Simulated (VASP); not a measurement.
# InSb2As3 (P6/mmm) in VASP: a series of runs

Runs on InSb2As3. Level: PBE. Tasks: single point, relaxation of cell and atoms.

Everything below comes from runs of VASP 6.6.1. Logs are shortened: lines on timing, memory, paths and dates and some standing lists are left out, and cuts for length are marked.

## (1) The cell of the first run

Symmetry: P6/mmm, No. 191, hexagonal system. Conventional cell: a = 4.777 Å, b = 4.777 Å, c = 8.871 Å, α = 90.00°, β = 90.00°, γ = 120.00°. In (site symmetry 6/mmm) has 6 As at 2.39 Å within 3.2 Å. Within 3.6 Å of Sb (site symmetry -6m2) lie 3 Sb at 2.76 Å. Within 3.2 Å of As (site symmetry mmm) lie 4 As at 2.39 Å and 2 In at 2.39 Å.

## (2) Single point, PBE

File INCAR:

```
SYSTEM = InSb2As3
PREC     = Accurate       ! precision mode
ENCUT    = 520            ! plane-wave cutoff, eV
EDIFF    = 1E-6           ! SCF threshold, eV
ISMEAR   = 0              ! smearing method
SIGMA    = 0.1            ! smearing width, eV
LREAL    = .False.        ! projectors in reciprocal space
LASPH    = .True.         ! aspherical terms in the spheres
NELM     = 80             ! most SCF steps
ALGO     = Normal         ! electronic algorithm
ISIF     = 2              ! what is computed and relaxed
LWAVE    = .False.        ! write WAVECAR
LCHARG   = .True.         ! write CHGCAR
GGA      = PE             ! functional
LELF     = .True.         ! ELF
LVHAR    = .True.       
NBANDS   = 28             ! bands
```

File KPOINTS:

```
regular mesh
0
Gamma
  6 6 2
  0 0 0
```

File POSCAR:

```
InSb2As3
1.0
    4.7766563700      0.0000000000      0.0000000000
   -2.3883281800      4.1367057600      0.0000000000
    0.0000000000      0.0000000000      8.8707005000
In Sb As
1 2 3
Direct
    0.0000000000      0.0000000000      0.5000000000
    0.3333333300      0.6666666700      0.0000000000
    0.6666666700      0.3333333300      0.0000000000
    0.5000000000      0.0000000000      0.5000000000
    0.0000000000      0.5000000000      0.5000000000
    0.5000000000      0.5000000000      0.5000000000
```

Potentials or basis: VASP PAW PBE potentials, release 64 (In_d, Sb, As).

The run is started by

```sh
cat potpaw_PBE.64/In_d/POTCAR potpaw_PBE.64/Sb/POTCAR potpaw_PBE.64/As/POTCAR > POTCAR
mpirun -np 1 vasp_std > vasp.out
```

OUTCAR:

```text
SYSTEM = InSb2As3
   PREC = Accurate
   ENCUT = 520
   EDIFF = 1E-6
   ISMEAR = 0
   LREAL = .False.
   LASPH = .True.
   NELM = 80
   ISIF = 2
   GGA = PE

 ion  position               nearest neighbor table
   1  0.000  0.000  0.500-   5 2.39   5 2.39   4 2.39   4 2.39   6 2.39   6 2.39
   2  0.333  0.667  0.000-   3 2.76   3 2.76   3 2.76
   3  0.667  0.333  0.000-   2 2.76   2 2.76   2 2.76
   4  0.500  0.000  0.500-   6 2.39   6 2.39   1 2.39   1 2.39   5 2.39   5 2.39
   5  0.000  0.500  0.500-   1 2.39   1 2.39   6 2.39   6 2.39   4 2.39   4 2.39
   6  0.500  0.500  0.500-   4 2.39   4 2.39   5 2.39   5 2.39   1 2.39   1 2.39

  LATTYP: Found a hexagonal cell.
 ALAT       =     4.7766563700
 C/A-ratio  =     1.8570941288

  Lattice vectors:

 A1 = (   4.7766563700,   0.0000000000,   0.0000000000)
 A2 = (  -2.3883281800,   4.1367057600,   0.0000000000)
 A3 = (   0.0000000000,   0.0000000000,   8.8707005000)

Analysis of symmetry for initial positions (statically):
=====================================================================
 Subroutine PRICEL returns:
 Original cell was already a primitive cell.

 Routine SETGRP: Setting up the symmetry group for a
 hexagonal supercell.

 Subroutine GETGRP returns: Found 24 space group operations
 (whereof 24 operations were pure point group operations)
 out of a pool of 24 trial point group operations.

The static configuration has the point symmetry D_6h.

Analysis of symmetry for dynamics (positions and initial velocities):
=====================================================================
 Subroutine PRICEL returns:
 Original cell was already a primitive cell.

 Routine SETGRP: Setting up the symmetry group for a
 hexagonal supercell.

 Subroutine GETGRP returns: Found 24 space group operations
 (whereof 24 operations were pure point group operations)
 out of a pool of 24 trial point group operations.

The dynamic configuration has the point symmetry D_6h.

 Subroutine INISYM returns: Found 24 space group operations
 (whereof 24 operations are pure point group operations),
 and found     1 'primitive' translations

----------------------------------------------------------------------------------------

[... 87 lines left out ...]
   ENCUT  =  520.0 eV  38.22 Ry    6.18 a.u.   8.88  8.88 16.49*2*pi/ulx,y,z
   NELM   =     80;   NELMIN=  2; NELMDL= -5     # of ELM steps
   EDIFF  = 0.1E-05   stopping-criterion for ELM
   LREAL  =      F    real-space projection
   EDIFFG = 0.1E-04   stopping-criterion for IOM
   NSW    =      0    number of steps for IOM
   IBRION =     -1    ionic relax: 0-MD 1-quasi-New 2-CG
   NFREE  =      0    steps in history (QN), initial steepest desc. (CG)
   ISIF   =      2    stress and relaxation
   ISYM   =      2    0-nonsym 1-usesym 2-fastsym
   POTIM  = 0.5000    time-step for ionic-motion
   TEBEG  =    0.0;   TEEND  =   0.0 temperature during run
   PSTRESS=    0.0 pullay stress
   NELECT =      38.0000    total number of electrons
   NUPDOWN=      -1.0000    fix difference up-down
   EMIN   =  10.00;   EMAX   =-10.00  energy-range for DOS
   EFERMI =   0.00;   METHOD = LEGACY
   ISMEAR =     0;   SIGMA  =   0.10  broadening in eV -4-tet -1-fermi 0-gaus
   EFERMI_NEDOS =   21; number of points for ismear=-14 and -15
   IALGO  =     38    algorithm
   IMIX   =      4    mixing-type and parameters
     AMIX     =   0.40;   BMIX     =  1.00
     AMIX_MAG =   1.60;   BMIX_MAG =  1.00
  volume/ion in A,a.u.               =      29.21       197.14
  Fermi-wavevector in a.u.,A,eV,Ry     =   0.983461  1.858472 13.159497  0.967196
  Thomas-Fermi vector in A             =   2.114621
   LORBIT       =      0    0 simple, 1 ext, 2 COOP (PROOUT), +10 PAW based schemes
   GGA     = PE    functional components
   LHFCALC =     F    Hartree Fock is set to
   AEXX    =    0.0000 exact exchange contribution
   IVDW    =     0    specifies the selected vdW correction
   LEPSILON=     F    determine dielectric tensor
   LRPA    =     F    only Hartree local field effects (RPA)
 non-spin polarized calculation
 Gauss-broadening in eV      SIGMA  =   0.10
  energy-cutoff  :      520.00
  volume of cell :      175.28
 maximum number of plane-waves:      4752
 NGX is ok and might be reduce to    36
   NGX = 17   NGY = 17   NGZ = 33

 number of electron      37.9999997 magnetization

 Free energy of the ion-electron system (eV)
  ---------------------------------------------------
  ext. energy  EPLUGINS =         0.00000000
  ---------------------------------------------------
  free energy    TOTEN  =       -14.09126257 eV

  energy without entropy =      -14.04318273  energy(sigma->0) =      -14.06722265

 E-fermi :   4.7899     XC(G=0):  -8.6183

 val. band max:        4.7821986792   @ k =   0.3333   0.1667   0.0000
 cond. band min:       4.7918741787   @ k =   0.3333   0.1667   0.5000
 fundamental gap:      0.0096754995
 Fermi energy:         4.7898678904

 k-point     1 :       0.0000    0.0000    0.0000
  band No.  band energies     occupation
      1     -12.9332      2.00000
      2     -11.7888      2.00000
      3     -11.7888      2.00000
      4     -11.0330      2.00000
      5     -11.0330      2.00000
      6     -10.2172      2.00000
[... 423 lines left out ...]
     27       9.9133      0.00000
     28      10.8326      0.00000

------------------------ aborting loop because EDIFF is reached ----------------------------------------

  FORCE on cell =-STRESS in cart. coord.  units (eV):
  Direction    XX          YY          ZZ          XY          YZ          ZX
  --------------------------------------------------------------------------------------
  -------------------------------------------------------------------------------------
  Total       50.1825426     50.1825426     -1.0633593      0.0000001      0.0000000     -0.0000000
  in kB      458.6978424    458.6978421     -9.7197271      0.0000006      0.0000000     -0.0000000
  external PRESSURE =     302.5586524 kB  Pullay stress =       0.0000000 kB

 VOLUME and BASIS-vectors are now :
 -----------------------------------------------------------------------------
  energy-cutoff  :      520.00
  volume of cell :      175.28
      direct lattice vectors                 reciprocal lattice vectors
     4.776656370  0.000000000  0.000000000     0.209351463  0.120869123  0.000000000
    -2.388328180  4.136705760  0.000000000     0.000000000  0.241738247  0.000000000
     0.000000000  0.000000000  8.870700500     0.000000000  0.000000000  0.112730669

 POSITION                                       TOTAL-FORCE (eV/Angst)
 -----------------------------------------------------------------------------------
      0.00000      0.00000      4.43535         0.000000      0.000000      0.000000
     -0.00000      2.75780      0.00000         0.000000      0.000000     -0.000000
      2.38833      1.37890      0.00000        -0.000000     -0.000000      0.000000
      2.38833      0.00000      4.43535         0.000000      0.000000      0.000000
     -1.19416      2.06835      4.43535         0.000000      0.000000      0.000000
      1.19416      2.06835      4.43535         0.000000      0.000000      0.000000
 -----------------------------------------------------------------------------------
    total drift:                                0.000000     -0.000000      0.000000

  FREE ENERGIE OF THE ION-ELECTRON SYSTEM (eV)
  ---------------------------------------------------
  free  energy   TOTEN  =       -14.0912625730 eV

  energy  without entropy=      -14.0431827296  energy(sigma->0) =      -14.06722265
```

Run time: 72 s. Hardware: 1 thread of Intel Xeon Platinum 8259CL at 2.50GHz (Skylake/Cascade Lake), shared host; peak memory 0.32 GiB.

Results:

```
Free energy            : -14.0913 eV
Pressure               : 30.3 GPa
Band gap on the k mesh : zero (band 19 reaches 5.61 eV, above the bottom of band 20 at 4.55 eV)
```

Caveat: spin-orbit coupling is left out, which moves the levels of the heavy elements; this functional lacks dispersion, which binds the layers, so the pressure and a relaxed spacing across them are unreliable.

## (3) Relaxation of cell and atoms, PBE

This run uses another cell than the first one, of 26.43 Å³/atom, 0.905 times its volume.

File INCAR:

```
  PREC = Accurate
  ENCUT = 600
  EDIFF = 1E-6
  ISMEAR = 0
  SIGMA = 0.1
  LREAL = False
  LASPH = True
  NELM = 100
  ALGO = Normal
  ISIF = 3
  LWAVE = False
  LCHARG = False
  GGA = PE
  IBRION = 2
  NSW = 90
  EDIFFG = -0.04
```

File KPOINTS:

```
Automatic mesh
0
Gamma
  3 3 4
```

File POSCAR:

```
InSb2As3
1.0
    6.2269024901      0.0000000000      0.0000000000
   -3.1134512451      5.3926557434      0.0000000000
    0.0000000000      0.0000000000      4.7230630554
In Sb As
1 2 3
Direct
    0.0000000000      0.0000000000      0.5000000000
    0.3333333333      0.6666666667      0.0000000000
    0.6666666667      0.3333333333      0.0000000000
    0.5000000000      0.0000000000      0.5000000000
    0.0000000000      0.5000000000      0.5000000000
    0.5000000000      0.5000000000      0.5000000000
```

Potentials or basis: VASP PAW PBE potentials, release 64 (In_d, Sb, As).

The run is started by

```sh
cat potpaw_PBE.64/In_d/POTCAR potpaw_PBE.64/Sb/POTCAR potpaw_PBE.64/As/POTCAR > POTCAR
mpirun -np 1 vasp_std > vasp.out
```

OUTCAR:

```text
PREC = Accurate
   ENCUT = 600
   EDIFF = 1E-6
   ISMEAR = 0
   LREAL = False
   LASPH = True
   NELM = 100
   ISIF = 3
   GGA = PE
   IBRION = 2
   NSW = 90
   EDIFFG = -0.04

 ion  position               nearest neighbor table
   1  0.000  0.000  0.500-   4 3.11   4 3.11   6 3.11   6 3.11   5 3.11   5 3.11
   2  0.333  0.667  0.000-   5 2.97   5 2.97   4 2.97   4 2.97   6 2.97   6 2.97   3 3.60   3 3.60
                             3 3.60
   3  0.667  0.333  0.000-   5 2.97   5 2.97   4 2.97   4 2.97   6 2.97   6 2.97   2 3.60   2 3.60
                             2 3.60
   4  0.500  0.000  0.500-   2 2.97   3 2.97   2 2.97   3 2.97   1 3.11   1 3.11
   5  0.000  0.500  0.500-   2 2.97   3 2.97   2 2.97   3 2.97   1 3.11   1 3.11
   6  0.500  0.500  0.500-   2 2.97   3 2.97   2 2.97   3 2.97   1 3.11   1 3.11

  LATTYP: Found a hexagonal cell.
 ALAT       =     6.2269024901
 C/A-ratio  =     0.7584931775

  Lattice vectors:

 A1 = (   6.2269024901,   0.0000000000,   0.0000000000)
 A2 = (  -3.1134512451,   5.3926557434,   0.0000000000)
[... 456 lines left out ...]
 fundamental gap:      0.0092461860
 Fermi energy:         4.6691951450

 k-point     1 :       0.0000    0.0000    0.0000
  band No.  band energies     occupation
      1      -9.7424      2.00000
      2      -9.6698      2.00000
      3      -9.6698      2.00000
      4      -9.6077      2.00000
      5      -9.6077      2.00000
      6      -8.2882      2.00000
[... 262 lines left out ...]
--------------------------------------- Ionic step        9  -------------------------------------------

 number of electron      37.9999992 magnetization

 Free energy of the ion-electron system (eV)
  ---------------------------------------------------
  ext. energy  EPLUGINS =         0.00000000
  ---------------------------------------------------
  free energy    TOTEN  =       -23.00757304 eV

  energy without entropy =      -22.99927346  energy(sigma->0) =      -23.00342325

 E-fermi :   4.9047     XC(G=0):  -9.2347

 val. band max:        4.8945314922   @ k =   0.3333   0.3333   0.5000
 cond. band min:       4.9335781332   @ k =   0.0000   0.0000   0.5000
 fundamental gap:      0.0390466410
 Fermi energy:         4.9046953256

 k-point     1 :       0.0000    0.0000    0.0000
  band No.  band energies     occupation
      1      -9.4659      2.00000
      2      -9.3913      2.00000
      3      -9.3913      2.00000
      4      -9.3289      2.00000
      5      -9.3289      2.00000
      6      -8.2012      2.00000
[... 256 lines left out ...]
  FREE ENERGIE OF THE ION-ELECTRON SYSTEM (eV)
  ---------------------------------------------------
  free  energy   TOTEN  =       -23.0075730380 eV

  energy  without entropy=      -22.9992734649  energy(sigma->0) =      -23.00342325

 reached required accuracy - stopping structural energy minimisation
```

It took 5 min on 1 thread of Intel Xeon Platinum 8259CL at 2.50GHz (Skylake/Cascade Lake), shared host; peak memory 0.35 GiB.

Results:

- Free energy: -23.0076 eV
- Relaxed volume: 28.43 Å³/atom
- Relaxed cell: a = 6.978 Å, b = 6.978 Å, c = 4.045 Å, α = 90.00°, β = 90.00°, γ = 120.00°
- Space group after relaxing (to 0.05 Å): P6/mmm (No. 191)
- Energy gained by relaxing: 130.6 meV/atom
- Ionic steps: 9
- Pressure after relaxing: -0.2 GPa
- Band gap on the k mesh: zero (band 19 reaches 5.52 eV, above the bottom of band 20 at 4.59 eV)

Step by step:
```tsv
step	energy change (eV)	largest force (eV/Å)	pressure (GPa)	volume (Å³)
1	0.0000	0.0000	1.78	158.60
2	-0.3175	0.0000	-0.15	165.22
3	-0.3984	0.0000	-1.01	168.91
4	-0.5386	0.0000	-2.05	175.99
5	-0.5284	0.0000	-3.33	188.73
6	-0.6366	0.0000	-2.86	181.06
7	-0.7123	0.0000	0.44	171.08
8	-0.7600	0.0000	-1.08	174.84
9	-0.7833	0.0000	-0.19	170.59
```

Final structure:
```
In Sb As
1.0
     6.97813    0.00000    0.00000
    -3.48907    6.04324    0.00000
     0.00000    0.00000    4.04520
In Sb As
1 2 3
Direct
  0.00000 0.00000 0.50000
  0.33333 0.66667 0.00000
  0.66667 0.33333 0.00000
  0.50000 0.00000 0.50000
  0.00000 0.50000 0.50000
  0.50000 0.50000 0.50000
```

Caveat: the k points lie up to 0.39 Å⁻¹ apart in the final cell; spin-orbit coupling is left out, which moves the levels of the heavy elements.

## (4) Single point, PBE

This run uses another cell than the first one, of 28.99 Å³/atom, 0.992 times its volume.

File INCAR:

```
SYSTEM = InSb2As3
ALGO = Normal
EDIFF = 1E-6
ENCUT = 520
GGA = PE
ISIF = 2
ISMEAR = 0
LASPH = .TRUE.
LCHARG = .FALSE.
LREAL = .FALSE.
LWAVE = .FALSE.
NBANDS = 28
NELM = 80
PREC = Accurate
SIGMA = 0.1
```

File KPOINTS:

```
k-points
0
G
  6 6 10
  0 0 0
```

Edit POSCAR of step 3 so:

```diff
@@ -2,5 +2,5 @@
 1.0
-    6.2269024901      0.0000000000      0.0000000000
-   -3.1134512451      5.3926557434      0.0000000000
-    0.0000000000      0.0000000000      4.7230630554
+    7.1657871618      0.0000000000      0.0000000000
+   -3.5828935809      6.2057537202      0.0000000000
+    0.0000000000      0.0000000000      3.9111887430
 In Sb As
```

The run is started by

```sh
cat potpaw_PBE.64/In_d/POTCAR potpaw_PBE.64/Sb/POTCAR potpaw_PBE.64/As/POTCAR > POTCAR
mpirun -np 1 vasp_std > vasp.out
```

Wall time 3 min (1 thread of Intel Xeon Platinum 8259CL at 2.50GHz (Skylake/Cascade Lake), shared host); peak memory 0.42 GiB.

The run converged. Its results:

* Free energy: -22.8982 eV
* Pressure: 0.0 GPa
* Band gap on the k mesh: zero (band 19 reaches 5.29 eV, above the bottom of band 20 at 4.37 eV)

Levels at points of the mesh, in eV from the Fermi level:
```tsv
k point	band 17	band 18	band 19	band 20	band 21	band 22
(0.00, 0.00, 0.00)	-0.15	-0.15	0.07	0.46	0.62	0.64
(0.50, 0.00, 0.00)	-1.91	-0.16	0.01	0.03	1.16	1.24
(0.00, 0.00, 0.50)	-0.77	-0.77	-0.19	0.55	0.55	0.95
(0.50, 0.00, 0.50)	-1.45	-1.13	-0.26	-0.20	-0.06	0.81
```

Caveat: spin-orbit coupling is left out, which moves the levels of the heavy elements.

## (5) Summary

```tsv
task	cell	k mesh	cutoff (eV)	gap on the mesh (eV)	pressure (GPa)
single point	a = 4.777, b = 4.777, c = 8.871 Å, angles 90.0, 90.0, 120.0°, 6 atoms	6 × 6 × 2	520	none	30.3
relaxation of cell and atoms	relaxed from a = 6.227, b = 6.227, c = 4.723 Å, angles 90.0, 90.0, 120.0°, 6 atoms	3 × 3 × 4	600	none	-0.2
single point	a = 7.166, b = 7.166, c = 3.911 Å, angles 90.0, 90.0, 120.0°, 6 atoms	6 × 6 × 10	520	none	0.0
```

Alike in all rows: level PBE; potentials or basis VASP PAW PBE potentials, release 64 (In_d, Sb, As); no spin polarisation; smearing gaussian 0.1 eV.

Caveats: some runs use coarse meshes; spin-orbit coupling is left out, which moves the levels of the heavy elements; this functional lacks dispersion, which binds the layers, so the pressure and a relaxed spacing across them are unreliable (some runs).

Total energies depend on the potentials used, so only differences within one code and one set of settings carry meaning.
